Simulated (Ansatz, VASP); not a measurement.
Two plane-wave programs on LiH3

```
Li H
1.0
     4.15660    0.00000    0.00000
    -2.07830    3.59972    0.00000
     0.00000    0.00000    5.38887
Li H
1 3
Cartesian
  0.0000 0.0000 2.6944
  0.0000 0.0000 4.3844
  0.0000 0.0000 1.0044
  0.0000 0.0000 0.0000
```

Alike in both runs: task relaxation of cell and atoms; functional PBE; k mesh 6 × 6 × 6; occupations gaussian, width 0.02 eV; no spin polarisation.

|  | VASP | Ansatz |
| --- | --- | --- |
| version | VASP 6.6.1 | Ansatz 0.2.0 |
| potentials or method | VASP PAW PBE potentials, release 64 (Li_sv, H), cutoff 600 eV | scalar-relativistic, plane waves, PAW |
| valence electrons in the cell | 6 | 6 |

VASP gave:

- gap on the k mesh at the Fermi level, each at its own relaxed structure (eV): 2.76
- relaxed volume (Å³/atom): 25.02
- relaxed cell length with the largest relative difference (Å): 4.621

**Question.** Which values does Ansatz return?

**Answer.** gap on the k mesh at the Fermi level, each at its own relaxed structure (eV): 3.07; relaxed volume (Å³/atom): 35.72; relaxed cell length with the largest relative difference (Å): 5.512.

One of these differences is far larger than is usual between the two programs; its cause wasn't traced. Ansatz's warnings: xc potential rough in thin density.

Noted on VASP's run: the cutoff is short for stress, so the pressure is rough; the volume moved by over 15 % at a fixed basis, so the end points are rough.
